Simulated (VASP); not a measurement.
# K (Fm-3m) in VASP: further runs, part 2 of 2

VASP 6.6.1.

## (6) Relaxation of cell and atoms, PBE, target pressure 8.4 GPa, at which the enthalpy is minimised

Input file INCAR:

```
PREC = Accurate ; ENCUT = 600
EDIFF = 1E-6 ; ISMEAR = -1
SIGMA = 0.08 ; LREAL = False
LASPH = True ; NELM = 80
ALGO = Normal ; ISIF = 3
LWAVE = False ; LCHARG = False
GGA = PE ; IBRION = 2
NSW = 32 ; EDIFFG = -0.005
PSTRESS = 84.0
```

Input file KPOINTS:

```
regular mesh
0
Gamma
  13 13 13
```

Input file POSCAR:

```
K
1.0
    0.0000000000      2.6557236204      2.6557236204
    2.6557236204      0.0000000000      2.6557236204
    2.6557236204      2.6557236204      0.0000000000
K
1
Direct
    0.0000000000      0.0000000000      0.0000000000
```

Potentials or basis: VASP PAW PBE potentials, release 64 (K_sv).

Run with:

```sh
$ cat potpaw_PBE.64/K_sv/POTCAR > POTCAR
$ mpirun -np 1 vasp_std > vasp.out
```

OUTCAR:

```text
PREC = Accurate
   ENCUT = 600
   EDIFF = 1E-6
   ISMEAR = -1
   LREAL = False
   LASPH = True
   NELM = 80
   ISIF = 3
   GGA = PE
   IBRION = 2
   NSW = 32
   EDIFFG = -0.005
   PSTRESS = 84.0

 ion  position               nearest neighbor table
   1  0.000  0.000  0.000-

  LATTYP: Found a face centered cubic cell.
 ALAT       =     5.3114472408

  Lattice vectors:

 A1 = (   0.0000000000,   2.6557236204,   2.6557236204)
[... 496 lines left out ...]
------------------------ aborting loop because EDIFF is reached ----------------------------------------

  FORCE on cell =-STRESS in cart. coord.  units (eV):
  Direction    XX          YY          ZZ          XY          YZ          ZX
  --------------------------------------------------------------------------------------
  -------------------------------------------------------------------------------------
  Total        1.9706389      1.9706389      1.9706389     -0.0000000      0.0000000     -0.0000000
  in kB       84.2130888     84.2130888     84.2130888     -0.0000000      0.0000000     -0.0000000
  external PRESSURE =       0.2130888 kB  Pullay stress =      84.0000000 kB

 VOLUME and BASIS-vectors are now :
 -----------------------------------------------------------------------------
  energy-cutoff  :      600.00
  volume of cell :       37.49
      direct lattice vectors                 reciprocal lattice vectors
    -0.000000000  2.656456317  2.656456317    -0.188220675  0.188220675  0.188220675
     2.656456317  0.000000000  2.656456317     0.188220675 -0.188220675  0.188220675
     2.656456317  2.656456317  0.000000000     0.188220675  0.188220675 -0.188220675

 POSITION                                       TOTAL-FORCE (eV/Angst)
 -----------------------------------------------------------------------------------
      2.65646      0.00000      2.65646        -0.000000      0.000000      0.000000
 -----------------------------------------------------------------------------------
    total drift:                                0.000000     -0.000000      0.000000

  FREE ENERGIE OF THE ION-ELECTRON SYSTEM (eV)
  ---------------------------------------------------
  free  energy   TOTEN  =        -0.4896856764 eV

  energy  without entropy=       -0.4731944689  energy(sigma->0) =       -0.48144007

  enthalpy is  TOTEN    =         1.4759667890 eV   P V=        1.9656524654

 reached required accuracy - stopping structural energy minimisation
```

OSZICAR:

```text
N       E                     dE             d eps       ncg     rms          rms(c)
DAV:   1     0.512200907234E+02    0.51220E+02   -0.43995E+03  1344   0.105E+03
DAV:   2     0.723273585278E+00   -0.50497E+02   -0.49679E+02  1424   0.234E+02
DAV:   3    -0.456284786736E+00   -0.11796E+01   -0.11716E+01  2056   0.349E+01
DAV:   4    -0.489555328561E+00   -0.33271E-01   -0.33251E-01  1912   0.394E+00
DAV:   5    -0.490145182679E+00   -0.58985E-03   -0.58969E-03  2200   0.355E-01    0.477E+00
DAV:   6    -0.486848808473E+00    0.32964E-02   -0.11898E-02  1712   0.113E+00    0.310E+00
DAV:   7    -0.488372736586E+00   -0.15239E-02   -0.17058E-02  1600   0.128E+00    0.182E-01
DAV:   8    -0.488054493865E+00    0.31824E-03   -0.27422E-03  1600   0.663E-01    0.719E-02
DAV:   9    -0.488056348492E+00   -0.18546E-05   -0.29310E-05  2064   0.492E-02    0.560E-02
DAV:  10    -0.488058623554E+00   -0.22751E-05   -0.15160E-05  1928   0.413E-02    0.106E-02
DAV:  11    -0.488058916691E+00   -0.29314E-06   -0.89149E-07  1208   0.111E-02
   1 F= 0.14759675E+01 E0= 0.14842164E+01  d E =0.147597E+01
       N       E                     dE             d eps       ncg     rms          rms(c)
DAV:   1    -0.489727500848E+00   -0.16689E-02   -0.11861E-03  1360   0.424E-01    0.505E-02
DAV:   2    -0.489694618540E+00    0.32882E-04   -0.10648E-04  1472   0.133E-01    0.191E-02
DAV:   3    -0.489685837328E+00    0.87812E-05   -0.40334E-05  2040   0.577E-02    0.163E-02
DAV:   4    -0.489685676418E+00    0.16091E-06   -0.99094E-07   984   0.109E-02
   2 F= 0.14759668E+01 E0= 0.14842124E+01  d E =-.725905E-06
```

Run time: 14 s. Hardware: 1 thread of Intel Xeon 6975P-C (Granite Rapids), shared host; peak memory 0.18 GiB.

Results:

| Quantity | Value |
| --- | --- |
| Free energy | -0.4897 eV |
| Relaxed volume | 37.49 Å³/atom |
| Relaxed cell | a = 3.757 Å, b = 3.757 Å, c = 3.757 Å, α = 60.00°, β = 60.00°, γ = 60.00° |
| Space group after relaxing (to 0.1 Å) | Fm-3m (No. 225) |
| Energy change on relaxing (the run minimises the enthalpy) | -1.6 meV/atom |
| Ionic steps | 2 |
| Pressure after relaxing | 8.4 GPa |
| Band gap on the k mesh | zero (an odd number of electrons rules out a gap without spin polarisation) |

Step by step:
```tsv
step	energy change (eV)	largest force (eV/Å)	pressure (GPa)	volume (Å³)
1	0.0000	0.0000	8.42	37.46
2	-0.0016	0.0000	8.42	37.49
```

Final structure:
```
K
1.0
     0.00000    2.65646    2.65646
     2.65646    0.00000    2.65646
     2.65646    2.65646    0.00000
K
1
Direct
  0.00000 0.00000 0.00000
```

Caveat: the cell is relaxed towards a set pressure, so the run minimises the enthalpy, not the energy.

## (7) The runs side by side

```csv
task,cell,k mesh,cutoff (eV),gap on the mesh (eV),pressure (GPa)
single point,"a = 3.756 Å, angles 60.0°, 1 atom",13 × 13 × 13,520,none,8.4
single point,"a = 4.707 Å, angles 60.0°, 1 atom",10 × 10 × 10,520,none,0.0
relaxation of cell and atoms,"relaxed to 8.4 GPa from a = 3.756 Å, angles 60.0°, 1 atom",13 × 13 × 13,600,none,8.4
```

Alike in all rows: level PBE; potentials or basis VASP PAW PBE potentials, release 64 (K_sv); no spin polarisation; smearing fermi-dirac 0.08 eV.

Caveats: the cell stands under pressure (at least some runs); the cell is relaxed towards a set pressure, so the run minimises the enthalpy, not the energy (at least some runs).

Total energies depend on the potentials used, so only differences within one code and one set of settings carry meaning.
